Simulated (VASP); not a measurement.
# Hg in VASP: a series of runs

Runs on Hg. Level: PBE. Tasks: single point.

Program: VASP 6.6.1. These are calculated values, not measurements. Logs are shortened: lines on timing, memory, paths and dates and some standing lists are left out, and cuts for length are marked.

## (1) The cell of the first run

Symmetry: P6/mmm, No. 191, hexagonal system. Conventional cell: a = 4.600 Å, b = 4.600 Å, c = 3.921 Å, α = 90.00°, β = 90.00°, γ = 120.00°. Hg (site symmetry -6m2) has 9 Hg at 2.66 to 3.30 Å within 3.5 Å. Hg (site symmetry 6/mmm) has 14 Hg at 3.30 to 3.92 Å within 4.3 Å.

## (2) Single point, PBE

Contents of INCAR:

```
SYSTEM = Hg
  PREC = Accurate
  ENCUT = 520
  EDIFF = 1E-7
  ISMEAR = -1
  SIGMA = 0.05
  LREAL = .FALSE.
  LASPH = .TRUE.
  NELM = 80
  ALGO = Fast
  ISIF = 2
  LWAVE = .FALSE.
  LCHARG = .FALSE.
  GGA = PE
  NBANDS = 25
```

Contents of KPOINTS:

```
regular mesh
0
G
  7 7 7
  0 0 0
```

Contents of POSCAR:

```
Hg
1.0
    4.5997436933      0.0000000000      0.0000000000
   -2.2998718467      3.9834948894      0.0000000000
    0.0000000000      0.0000000000      3.9209268928
Hg
3
Direct
    0.6666666667      0.3333333333      0.5000000000
    0.0000000000      0.0000000000      0.0000000000
    0.3333333333      0.6666666667      0.5000000000
```

Potentials or basis: VASP PAW PBE potentials, release 64 (Hg).

Launch:

```
$ cat potpaw_PBE.64/Hg/POTCAR > POTCAR
$ mpirun -np 1 vasp_std > vasp.out
```

OUTCAR:

```text
SYSTEM = Hg
   PREC = Accurate
   ENCUT = 520
   EDIFF = 1E-7
   ISMEAR = -1
   LREAL = .FALSE.
   LASPH = .TRUE.
   NELM = 80
   ISIF = 2
   GGA = PE

 ion  position               nearest neighbor table
   1  0.667  0.333  0.500-   3 2.66   3 2.66   3 2.66   2 3.30   2 3.30   2 3.30   2 3.30   2 3.30
                             2 3.30
   2  0.000  0.000  0.000-   1 3.30   3 3.30   1 3.30   3 3.30   1 3.30   1 3.30   3 3.30   3 3.30
                             1 3.30   1 3.30   3 3.30   3 3.30
   3  0.333  0.667  0.500-   1 2.66   1 2.66   1 2.66   2 3.30   2 3.30   2 3.30   2 3.30   2 3.30
                             2 3.30

  LATTYP: Found a hexagonal cell.
 ALAT       =     4.5997436933
 C/A-ratio  =     0.8524229075

  Lattice vectors:

 A1 = (   4.5997436933,   0.0000000000,   0.0000000000)
 A2 = (  -2.2998718467,   3.9834948894,   0.0000000000)
 A3 = (   0.0000000000,   0.0000000000,   3.9209268928)

Analysis of symmetry for initial positions (statically):
=====================================================================
 Subroutine PRICEL returns:
 Original cell was already a primitive cell.

 Routine SETGRP: Setting up the symmetry group for a
 hexagonal supercell.

 Subroutine GETGRP returns: Found 24 space group operations
 (whereof 24 operations were pure point group operations)
 out of a pool of 24 trial point group operations.

The static configuration has the point symmetry D_6h.

Analysis of symmetry for dynamics (positions and initial velocities):
=====================================================================
 Subroutine PRICEL returns:
 Original cell was already a primitive cell.

 Routine SETGRP: Setting up the symmetry group for a
 hexagonal supercell.

 Subroutine GETGRP returns: Found 24 space group operations
 (whereof 24 operations were pure point group operations)
 out of a pool of 24 trial point group operations.

The dynamic configuration has the point symmetry D_6h.

 Subroutine INISYM returns: Found 24 space group operations
 (whereof 24 operations are pure point group operations),
 and found     1 'primitive' translations

----------------------------------------------------------------------------------------

                                     Primitive cell

  volume of cell :      71.8434

  direct lattice vectors                    reciprocal lattice vectors
[... 82 lines left out ...]
   ICHARG =      2    charge: 1-file 2-atom 10-const
   ISPIN  =      1    spin polarized calculation?
   LNONCOLLINEAR =      F non collinear calculations
   LSORBIT =      F    spin-orbit coupling
   LASPH  =      T    aspherical Exc in radial PAW
   ENCUT  =  520.0 eV  38.22 Ry    6.18 a.u.   8.55  8.55  7.29*2*pi/ulx,y,z
   NELM   =     80;   NELMIN=  2; NELMDL= -5     # of ELM steps
   EDIFF  = 0.1E-06   stopping-criterion for ELM
   LREAL  =      F    real-space projection
   EDIFFG = 0.1E-05   stopping-criterion for IOM
   NSW    =      0    number of steps for IOM
   IBRION =     -1    ionic relax: 0-MD 1-quasi-New 2-CG
   NFREE  =      0    steps in history (QN), initial steepest desc. (CG)
   ISIF   =      2    stress and relaxation
   ISYM   =      2    0-nonsym 1-usesym 2-fastsym
   POTIM  = 0.5000    time-step for ionic-motion
   TEBEG  =    0.0;   TEEND  =   0.0 temperature during run
   PSTRESS=    0.0 pullay stress
   NELECT =      36.0000    total number of electrons
   NUPDOWN=      -1.0000    fix difference up-down
   EMIN   =  10.00;   EMAX   =-10.00  energy-range for DOS
   EFERMI =   0.00;   METHOD = LEGACY
   ISMEAR =    -1;   SIGMA  =   0.05  broadening in eV -4-tet -1-fermi 0-gaus
   EFERMI_NEDOS =   21; number of points for ismear=-14 and -15
   IALGO  =     68    algorithm
   IMIX   =      4    mixing-type and parameters
     AMIX     =   0.40;   BMIX     =  1.00
     AMIX_MAG =   1.60;   BMIX_MAG =  1.00
  volume/ion in A,a.u.               =      23.95       161.61
  Fermi-wavevector in a.u.,A,eV,Ry     =   1.300310  2.457229 23.004801  1.690805
  Thomas-Fermi vector in A             =   2.431517
   LORBIT       =      0    0 simple, 1 ext, 2 COOP (PROOUT), +10 PAW based schemes
   GGA     = PE    functional components
   LHFCALC =     F    Hartree Fock is set to
   AEXX    =    0.0000 exact exchange contribution
   IVDW    =     0    specifies the selected vdW correction
   LEPSILON=     F    determine dielectric tensor
   LRPA    =     F    only Hartree local field effects (RPA)
 non-spin polarized calculation
 RMM-DIIS sequential band-by-band and
  energy-cutoff  :      520.00
  volume of cell :       71.84
 maximum number of plane-waves:      1953
 NGX is ok and might be reduce to    36
   NGX = 17   NGY = 17   NGZ = 15

 number of electron      35.9999995 magnetization

 Free energy of the ion-electron system (eV)
  ---------------------------------------------------
  ext. energy  EPLUGINS =         0.00000000
  ---------------------------------------------------
  free energy    TOTEN  =         0.29052329 eV

  energy without entropy =        0.30720543  energy(sigma->0) =        0.29886436

 E-fermi :   2.8639     XC(G=0): -10.7060

 val. band max:        2.8385286447   @ k =   0.4286  -0.0000   0.1429
 cond. band min:       2.8843552161   @ k =   0.2857   0.1429   0.4286
 fundamental gap:      0.0458265713
 Fermi energy:         2.8639375031

 k-point     1 :       0.0000    0.0000    0.0000
  band No.  band energies     occupation
      1      -6.8290      2.00000
      2      -5.2096      2.00000
      3      -5.0064      2.00000
      4      -5.0064      2.00000
      5      -4.8133      2.00000
      6      -4.8133      2.00000
[... 661 lines left out ...]
     24      12.7504      0.00000
     25      13.6907      0.00000

 [... further k-points ...]
[... 5 lines left out ...]
  --------------------------------------------------------------------------------------
  -------------------------------------------------------------------------------------
  Total        6.4749666      6.4749666      1.4367760     -0.0000000     -0.0000000      0.0000000
  in kB      144.3980972    144.3980972     32.0415117     -0.0000000     -0.0000000      0.0000000
  external PRESSURE =     106.9459020 kB  Pullay stress =       0.0000000 kB

 VOLUME and BASIS-vectors are now :
 -----------------------------------------------------------------------------
  energy-cutoff  :      520.00
  volume of cell :       71.84
      direct lattice vectors                 reciprocal lattice vectors
     4.599743693  0.000000000  0.000000000     0.217403418  0.125517922  0.000000000
    -2.299871847  3.983494889  0.000000000     0.000000000  0.251035844  0.000000000
     0.000000000  0.000000000  3.920926893     0.000000000  0.000000000  0.255041736

 POSITION                                       TOTAL-FORCE (eV/Angst)
 -----------------------------------------------------------------------------------
      2.29987      1.32783      1.96046         0.000000     -0.000000      0.000000
      0.00000      0.00000      0.00000        -0.000000      0.000000      0.000000
     -0.00000      2.65566      1.96046        -0.000000      0.000000     -0.000000
 -----------------------------------------------------------------------------------
    total drift:                                0.000000     -0.000000     -0.000000

  FREE ENERGIE OF THE ION-ELECTRON SYSTEM (eV)
  ---------------------------------------------------
  free  energy   TOTEN  =         0.2905232921 eV

  energy  without entropy=        0.3072054267  energy(sigma->0) =        0.29886436
```

stdout:

```text
POSCAR found type information on POSCAR Hg
 POSCAR found :  1 types and       3 ions
 scaLAPACK will be used
 LDA part: xc-table for (Slater+PW92), standard interpolation
 POSCAR, INCAR and KPOINTS ok, starting setup
 FFT: planning ... GRIDC
 FFT: planning ... GRID_SOFT
 FFT: planning ... GRID
 WAVECAR not read
 entering main loop
```

It took 27 s on 1 thread of Intel Xeon 6975P-C (Granite Rapids), shared host; peak memory 0.21 GiB.

What came out:

| Item | Value |
| --- | --- |
| Free energy | 0.2905 eV |
| Pressure | 10.7 GPa |
| Band gap on the k mesh | zero (bands 18 and 19 overlap by 4.72 eV) |

Caveat: the cell stands under pressure; spin-orbit coupling is left out, which moves the levels of the heavy elements.

## (3) Single point, PBE

This run uses another cell than the first one, of 24.41 Å³/atom.

Contents of INCAR:

```
PREC = Accurate
ENCUT = 520
EDIFF = 1E-6
ISMEAR = -1
SIGMA = 0.05
LREAL = F
LASPH = T
NELM = 80
ALGO = Fast
ISIF = 2
LWAVE = F
LCHARG = F
GGA = PE
NBANDS = 25
```

Contents of KPOINTS:

```
regular mesh
0
Gamma
  7 7 7
```

Contents of POSCAR:

```
Hg
1.0
    4.6290422138      0.0000000000      0.0000000000
   -2.3145211069      4.0088681524      0.0000000000
    0.0000000000      0.0000000000      3.9459016228
Hg
3
Direct
    0.6666666667      0.3333333333      0.5000000000
    0.0000000000      0.0000000000      0.0000000000
    0.3333333333      0.6666666667      0.5000000000
```

Potentials or basis: VASP PAW PBE potentials, release 64 (Hg).

Launch:

```
$ cat potpaw_PBE.64/Hg/POTCAR > POTCAR
$ mpirun -np 1 vasp_std > vasp.out
```

Wall time 32 s (1 thread of Intel Xeon 6975P-C (Granite Rapids), shared host); peak memory 0.2 GiB.

Results (log left out):

```yaml
Free_energy: 0.2024 eV
Pressure: 9.6 GPa
Band_gap_on_the_k_mesh: zero (bands 18 and 19 overlap by 4.53 eV)
```

Stress tensor (GPa, compression positive):
```
12.94  0.00  0.00
 0.00 12.94  0.00
 0.00  0.00  2.81
```

Levels at points of the mesh, in eV from the Fermi level:
```csv
k point,band 15,band 16,band 17,band 18,band 19,band 20,band 21,band 22
"(0.00, 0.00, 0.00)",-5.94,-5.94,0.17,2.02,2.35,3.45,3.45,3.76
```

Caveat: the cell stands under pressure; spin-orbit coupling is left out, which moves the levels of the heavy elements.

## (4) Single point, PBE (atoms moved at random)

Contents of INCAR:

```
ALGO = Fast
EDIFF = 1E-7
ENCUT = 520
GGA = PE
ISIF = 2
ISMEAR = -1
LASPH = T
LCHARG = F
LREAL = F
LWAVE = F
NBANDS = 25
NELM = 60
PREC = Accurate
SIGMA = 0.05
```

Contents of KPOINTS:

```
k-points
0
Gamma
  7 7 7
```

Contents of POSCAR:

```
Hg
1.0
    4.5400000000      0.0000000000      0.0000000000
   -2.2700000000      3.9317553332      0.0000000000
    0.0000000000      0.0000000000      3.8700000000
Hg
3
Direct
    0.6642340000      0.3414550000      0.5016710000
   -0.0077680000     -0.0076740000      0.0156180000
    0.3385320000      0.6656200000      0.4940600000
```

Launch:

```
$ cat potpaw_PBE.64/Hg/POTCAR > POTCAR
$ mpirun -np 1 vasp_std > vasp.out
```

Run time: 2.6 min. Hardware: 1 thread of Intel Xeon 6975P-C (Granite Rapids), shared host; peak memory 0.34 GiB.

Results (log left out):

```yaml
Free_energy: 0.5340 eV
Pressure: 13.9 GPa
Largest_force: 0.898 eV/Å
Band_gap_on_the_k_mesh: zero (bands 18 and 19 overlap by 5.12 eV)
```

Forces in eV/Å, atoms in the order of the input:
```
Hg   0.722 -0.514  0.142
Hg   0.038  0.095 -0.148
Hg  -0.760  0.420  0.006
```

Stress tensor (GPa, compression positive):
```
20.07 -2.21  0.01
-2.21 17.23 -0.09
 0.01 -0.09  4.28
```

Levels at points of the mesh, in eV from the Fermi level:
```csv
k point,band 14,band 15,band 16,band 17,band 18,band 19,band 20,band 21,band 22,band 23
"(0.00, 0.00, 0.00)",-6.72,-6.01,-6.01,0.40,1.96,2.65,3.41,3.67,3.76,4.00
```

Caveat: the cell differs from its parent crystal (atoms moved at random); the cell stands under pressure; spin-orbit coupling is left out, which moves the levels of the heavy elements.

## (5) Summary

| cell | further INCAR settings | gap on the mesh (eV) | pressure (GPa) |
| --- | --- | --- | --- |
| a = 4.600, b = 4.600, c = 3.921 Å, angles 90.0, 90.0, 120.0°, 3 atoms, atomic positions A | ALGO = Fast; EDIFF = 1e-07; NBANDS = 25 | none | 10.7 |
| a = 4.629, b = 4.629, c = 3.946 Å, angles 90.0, 90.0, 120.0°, 3 atoms, atomic positions A | ALGO = Fast; EDIFF = 1e-06; NBANDS = 25 | none | 9.6 |
| a = 4.540, b = 4.540, c = 3.870 Å, angles 90.0, 90.0, 120.0°, 3 atoms, atomic positions B | ALGO = Fast; EDIFF = 1e-07; NBANDS = 25 | none | 13.9 |

Alike in all rows: task single point; level PBE; potentials or basis VASP PAW PBE potentials, release 64 (Hg); no spin polarisation; k mesh 7 × 7 × 7; cutoff (eV) 520; smearing fermi-dirac 0.05 eV.

Caveats: the cell stands under pressure; spin-orbit coupling is left out, which moves the levels of the heavy elements.

Absolute energies hang on the potentials; compare differences alone.
